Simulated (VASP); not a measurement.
# CaRu2O5 (P4/mmm) in VASP: notebook, part 2 of 2

VASP 6.6.1.

**3. Relaxation of cell and atoms, PBE, collinear spin, ferromagnetic start**

This run uses another cell than the first one, of 11.86 Å³/atom.

File INCAR:

```
  PREC = Accurate
  ENCUT = 600
  EDIFF = 1E-6
  ISMEAR = 0
  SIGMA = 0.15
  LREAL = F
  LASPH = T
  NELM = 150
  ALGO = Normal
  ISIF = 3
  LWAVE = F
  LCHARG = F
  ISPIN = 2
  MAGMOM = 0 1 1 0 0 0 0 0
  LORBIT = 11
  LMAXMIX = 4
  GGA = PE
  IBRION = 2
  NSW = 36
  EDIFFG = -0.08
```

File KPOINTS:

```
Automatic mesh
0
Gamma
  3 3 3
```

File POSCAR:

```
CaRu2O5
1.0
    4.5947538000      0.0000000000      0.0000000000
    0.0000000000      4.5947538000      0.0000000000
    0.0000000000      0.0000000000      4.4931685800
Ca Ru O
1 2 5
Direct
    0.5000000000      0.5000000000      0.5000000000
    0.5000000000      0.0000000000      0.0000000000
    0.0000000000      0.5000000000      0.0000000000
    0.5000000000      0.5000000000      0.0000000000
    0.0000000000      0.5000000000      0.6334915900
    0.5000000000      0.0000000000      0.3665084100
    0.0000000000      0.5000000000      0.3665084100
    0.5000000000      0.0000000000      0.6334915900
```

Potentials or basis: VASP PAW PBE potentials, release 64 (Ca_sv, Ru_pv, O).

On the command line:

```
> cat potpaw_PBE.64/Ca_sv/POTCAR potpaw_PBE.64/Ru_pv/POTCAR potpaw_PBE.64/O/POTCAR > POTCAR
> mpirun -np 1 vasp_std > vasp.out
```

OUTCAR:

```text
PREC = Accurate
   ENCUT = 600
   EDIFF = 1E-6
   ISMEAR = 0
   LREAL = F
   LASPH = T
   NELM = 150
   ISIF = 3
   ISPIN = 2
   LORBIT = 11
   GGA = PE
   IBRION = 2
   NSW = 36
   EDIFFG = -0.08

 ion  position               nearest neighbor table
   1  0.500  0.500  0.500-   4 2.25   4 2.25   6 2.37   7 2.37   8 2.37   5 2.37   6 2.37   8 2.37
                             5 2.37   7 2.37   2 3.21   2 3.21   2 3.21   2 3.21   3 3.21   3 3.21
   2  0.500  0.000  0.000-   6 1.65   8 1.65   4 2.30   4 2.30   1 3.21   1 3.21   1 3.21   1 3.21
                             3 3.25   3 3.25   3 3.25   3 3.25
   3  0.000  0.500  0.000-   5 1.65   7 1.65   4 2.30   4 2.30   1 3.21   1 3.21   1 3.21   1 3.21
                             2 3.25   2 3.25   2 3.25   2 3.25
   4  0.500  0.500  0.000-   1 2.25   1 2.25   3 2.30   2 2.30   2 2.30   3 2.30
   5  0.000  0.500  0.633-   7 1.20   3 1.65   1 2.37   1 2.37
   6  0.500  0.000  0.367-   8 1.20   2 1.65   1 2.37   1 2.37
   7  0.000  0.500  0.367-   5 1.20   3 1.65   1 2.37   1 2.37
   8  0.500  0.000  0.633-   6 1.20   2 1.65   1 2.37   1 2.37

  LATTYP: Found a simple tetragonal cell.
 ALAT       =     4.5947538000
 C/A-ratio  =     0.9778910417

  Lattice vectors:

 A1 = (   4.5947538000,   0.0000000000,   0.0000000000)
 A2 = (   0.0000000000,   4.5947538000,   0.0000000000)
 A3 = (   0.0000000000,   0.0000000000,   4.4931685800)

Analysis of symmetry for initial positions (statically):
=====================================================================
 Subroutine PRICEL returns:
 Original cell was already a primitive cell.

 Routine SETGRP: Setting up the symmetry group for a
 simple tetragonal supercell.

 Subroutine GETGRP returns: Found 16 space group operations
 (whereof 16 operations were pure point group operations)
 out of a pool of 16 trial point group operations.

The static configuration has the point symmetry D_4h.

Analysis of symmetry for dynamics (positions and initial velocities):
[... 157 lines left out ...]

--------------------------------------- Ionic step        1  -------------------------------------------

 number of electron      67.9999996 magnetization       2.4684897

 Free energy of the ion-electron system (eV)
  ---------------------------------------------------
  ext. energy  EPLUGINS =         0.00000000
  ---------------------------------------------------
  free energy    TOTEN  =       -39.12916768 eV

  energy without entropy =      -39.07225847  energy(sigma->0) =      -39.10071307

------------------------ aborting loop because EDIFF is reached ----------------------------------------

  FORCE on cell =-STRESS in cart. coord.  units (eV):
  Direction    XX          YY          ZZ          XY          YZ          ZX
  --------------------------------------------------------------------------------------
  -------------------------------------------------------------------------------------
  Total        5.1468249      5.1468249    111.3854175      0.0000000      0.0000000      0.0000000
  in kB       86.9306186     86.9306186   1881.3158520      0.0000000      0.0000000      0.0000000
  external PRESSURE =     685.0590297 kB  Pullay stress =       0.0000000 kB
[... 1732 lines left out ...]
     40       7.0791      0.00000
     41       7.5720      0.00000

[... ionic steps 4 to 11 ...]

--------------------------------------- Ionic step       12  -------------------------------------------

 number of electron      67.9999997 magnetization      -0.0024198

------------------------ aborting loop because EDIFF is reached ----------------------------------------
[... 79 lines left out ...]
--------------------------------------- Ionic step       14  -------------------------------------------

 number of electron      67.9999963 magnetization      -0.0008352

 Free energy of the ion-electron system (eV)
  ---------------------------------------------------
  ext. energy  EPLUGINS =         0.00000000
  ---------------------------------------------------
  free energy    TOTEN  =       -54.32289278 eV

  energy without entropy =      -54.25225959  energy(sigma->0) =      -54.28757619

 E-fermi :   4.3607     XC(G=0): -10.5697

 val. band max:        4.3100992339   @ k =   0.3333   0.0000   0.0000
 cond. band min:       4.4659993887   @ k =   0.3333   0.0000   0.3333
 fundamental gap:      0.1559001548
 Fermi energy:         4.3606642064
[... 566 lines left out ...]
  FREE ENERGIE OF THE ION-ELECTRON SYSTEM (eV)
  ---------------------------------------------------
  free  energy   TOTEN  =       -54.3228927836 eV

  energy  without entropy=      -54.2522595926  energy(sigma->0) =      -54.28757619

 reached required accuracy - stopping structural energy minimisation

 total charge

# of ion       s       p       d       tot
------------------------------------------
    1        2.017   5.858   0.219   8.094
    2        0.379   6.415   5.820  12.614
    3        0.379   6.415   5.820  12.614
    4        1.564   3.462   0.000   5.026
    5        1.601   3.395   0.000   4.996
    6        1.601   3.395   0.000   4.996
    7        1.601   3.395   0.000   4.996
    8        1.601   3.395   0.000   4.996
--------------------------------------------------
tot         10.742  35.731  11.859  58.332

 magnetization (x)

# of ion       s       p       d       tot
------------------------------------------
    1       -0.000  -0.000  -0.000  -0.000
    2       -0.000  -0.000  -0.000  -0.000
    3       -0.000  -0.000  -0.000  -0.000
    4        0.000   0.000   0.000   0.000
    5       -0.000  -0.000   0.000  -0.000
    6       -0.000  -0.000   0.000  -0.000
    7       -0.000  -0.000   0.000  -0.000
    8       -0.000  -0.000   0.000  -0.000
--------------------------------------------------
tot         -0.000  -0.000  -0.001  -0.001
```

CONTCAR:

```text
CaRu2O5
   1.00000000000000
     4.1508479722487621   -0.0000000000000000   -0.0000000000000000
     0.0000000000000000    4.1508479722487621    0.0000000000000000
     0.0000000000000000    0.0000000000000000    6.1717494036790290
  Ca              Ru              O
     1     2     5
Direct
     0.5000000000000000    0.5000000000000000    0.5000000000000000
     0.5000000000000000    0.0000000000000000    0.0000000000000000
     0.0000000000000000    0.5000000000000000    0.0000000000000000
     0.5000000000000000    0.5000000000000000    0.0000000000000000
     0.0000000000000000    0.5000000000000000    0.7137519723546401
     0.5000000000000000    0.0000000000000000    0.2862480276453598
     0.0000000000000000    0.5000000000000000    0.2862480276453598
     0.5000000000000000    0.0000000000000000    0.7137519723546401

  0.00000000E+00  0.00000000E+00  0.00000000E+00
  0.00000000E+00  0.00000000E+00  0.00000000E+00
  0.00000000E+00  0.00000000E+00  0.00000000E+00
  0.00000000E+00  0.00000000E+00  0.00000000E+00
  0.00000000E+00  0.00000000E+00  0.00000000E+00
  0.00000000E+00  0.00000000E+00  0.00000000E+00
  0.00000000E+00  0.00000000E+00  0.00000000E+00
  0.00000000E+00  0.00000000E+00  0.00000000E+00
```

It took 20 min on 1 thread of Intel Xeon Platinum 8259CL at 2.50GHz (Skylake/Cascade Lake), shared host; peak memory 0.31 GiB.

Results:

```
Free energy                                           : -54.3229 eV
Relaxed volume                                        : 13.29 Å³/atom
Relaxed cell                                          : a = 4.151 Å, b = 4.151 Å, c = 6.172 Å, α = 90.00°, β = 90.00°, γ = 90.00°
Space group after relaxing (to 0.1 Å)                 : P4/mmm (No. 123)
Energy gained by relaxing                             : 1899.2 meV/atom
Ionic steps                                           : 14
Pressure after relaxing                               : -0.4 GPa
Largest force after relaxing                          : 0.065 eV/Å
Band gap on the k mesh                                : zero (filled and empty bands overlap)
Net moment                                            : 0.00 μB per cell
Valence electrons inside the program's atomic spheres : Ca 8.09; Ru 12.61; O 5.03, 5.00 (each value once)
```

Forces on the atoms (eV/Å):
```
Ca   0.000  0.000  0.000
Ru   0.000  0.000  0.000
Ru   0.000  0.000  0.000
O    0.000  0.000  0.000
O    0.000  0.000 -0.065
O    0.000  0.000  0.065
O    0.000  0.000  0.065
O    0.000  0.000 -0.065
```

Stress tensor (GPa, compression positive):
```
-0.38  0.00  0.00
 0.00 -0.38  0.00
 0.00  0.00 -0.51
```

The path:
| step | energy change (eV) | largest force (eV/Å) | pressure (GPa) | volume (Å³) |
| --- | --- | --- | --- | --- |
| 1 | 0.0000 | 0.0532 | 68.51 | 94.86 |
| 2 | 3.3757 | 1.1911 | -33.96 | 168.57 |
| 3 | -8.5437 | 3.4943 | -11.64 | 123.62 |
| 4 | -8.7021 | 3.7805 | -8.77 | 121.02 |
| 5 | -8.7512 | 3.9839 | -5.75 | 118.63 |
| 6 | -11.5959 | 3.3567 | -9.66 | 114.10 |
| 7 | -14.6508 | 3.4558 | 13.03 | 105.33 |
| 8 | -14.7386 | 1.2356 | -0.96 | 108.73 |
| 9 | -14.9317 | 0.7394 | 4.34 | 107.23 |
| 10 | -14.4613 | 2.0359 | -14.45 | 110.83 |
| 11 | -15.1521 | 0.4642 | -3.71 | 108.68 |
| 12 | -15.1525 | 0.3989 | -3.32 | 108.61 |
| 13 | -15.1838 | 0.2798 | 1.12 | 105.26 |
| 14 | -15.1937 | 0.0648 | -0.42 | 106.34 |

Final structure:
```
CELL_PARAMETERS angstrom
4.15085 0.00000 0.00000
0.00000 4.15085 0.00000
0.00000 0.00000 6.17175
ATOMIC_POSITIONS crystal
Ca 0.50000 0.50000 0.50000
Ru 0.50000 0.00000 0.00000
Ru 0.00000 0.50000 0.00000
O 0.50000 0.50000 0.00000
O 0.00000 0.50000 0.71375
O 0.50000 0.00000 0.28625
O 0.00000 0.50000 0.28625
O 0.50000 0.00000 0.71375
```

Caveat: the k points lie up to 0.50 Å⁻¹ apart in the final cell; the standard files for N, O and F lose accuracy on very short bonds; a cell axis changed by over 15 % at a fixed basis, so the end point is rough; the relaxation stopped at a loose force limit of 0.08 eV/Å, so its end isn't a converged minimum.

The gap in the log of VASP goes by the Fermi energy; the results here count the filled bands.